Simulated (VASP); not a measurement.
Write the native input for VASP 6.6.1 that does the following.

```yaml
Task: single point
Functional: r2SCAN
Potentials_or_basis: VASP PAW PBE potentials, release 64 (Si, C)
Cutoff: 520 eV
k_mesh: 12 × 12 × 6
Occupations: gaussian, width 0.05 eV
Spin: no spin polarisation
Dipole_correction: no
Further_INCAR_settings: ALGO = Normal; EDIFF = 1e-06; NBANDS = 16
```

The system is SiC.

```
Si C
1.0
     3.19820    0.00000    0.00000
    -1.59910    2.76972    0.00000
     0.00000    0.00000    5.45202
Si C
2 2
Direct
  0.33333 0.66667 0.00460
  0.66667 0.33333 0.50460
  0.33333 0.66667 0.38040
  0.66667 0.33333 0.88040
```

This cell differs from its parent crystal: strain +0.040 along x and y, +0.080 along z.

One way to write it, as run:

POSCAR

```
SiC
1.0
    3.1982028079      0.0000000000      0.0000000000
   -1.5991014040      2.7697248781      0.0000000000
    0.0000000000      0.0000000000      5.4520202008
Si C
2 2
Direct
    0.3333333333      0.6666666667      0.0046028828
    0.6666666667      0.3333333333      0.5046028828
    0.3333333333      0.6666666667      0.3803971172
    0.6666666667      0.3333333333      0.8803971172
```

INCAR.step1

```
PREC     = Accurate       # precision mode
ENCUT    = 520            # plane-wave cutoff, eV
ISMEAR   = 0              # smearing method
SIGMA    = 0.05           # smearing width, eV
LREAL    = False          # projectors in reciprocal space
LASPH    = True           # aspherical terms in the spheres
NELM     = 100            # most SCF steps
NBANDS   = 16             # bands
GGA      = PE             # functional
ALGO     = Normal         # electronic algorithm
EDIFF    = 1E-4           # SCF threshold, eV
LWAVE    = True           # write WAVECAR
LCHARG   = False          # write CHGCAR
```

INCAR.step2

```
PREC     = Accurate       # precision mode
ENCUT    = 520            # plane-wave cutoff, eV
EDIFF    = 1E-6           # SCF threshold, eV
ISMEAR   = 0              # smearing method
SIGMA    = 0.05           # smearing width, eV
LREAL    = False          # projectors in reciprocal space
LASPH    = True           # aspherical terms in the spheres
NELM     = 100            # most SCF steps
ALGO     = Normal         # electronic algorithm
ISIF     = 2              # what is computed and relaxed
LWAVE    = False          # write WAVECAR
LCHARG   = True           # write CHGCAR
METAGGA  = R2SCAN         # meta-GGA
LMIXTAU  = True         
LELF     = True           # ELF
LVHAR    = True         
NBANDS   = 16             # bands
ISTART   = 1
```

KPOINTS

```
Automatic mesh
0
Gamma
  12 12 6
```

Potentials or basis: VASP PAW PBE potentials, release 64 (Si, C).

The run is started by

```console
$ cat potpaw_PBE.64/Si/POTCAR potpaw_PBE.64/C/POTCAR > POTCAR
$ cp INCAR.step1 INCAR
$ mpirun -np 1 vasp_std > vasp.out
$ cp INCAR.step2 INCAR
$ mpirun -np 1 vasp_std > vasp.out
```

It gave:

```json
{"Pressure": "-25.7 GPa", "Largest force": "0.053 eV/Å", "Band gap on the k mesh": "2.75 eV (least direct gap 4.43 eV)"}
```

Caveat: the cell differs from its parent crystal (strain +0.040 along x and y, +0.080 along z); the cell stands under tension; the PAW data sets were made with another functional, which shifts forces and pressure a little.

Run time: 3.1 min on 1 thread of Intel Xeon 8259CL, on a shared host, peak memory 0.2 GiB.
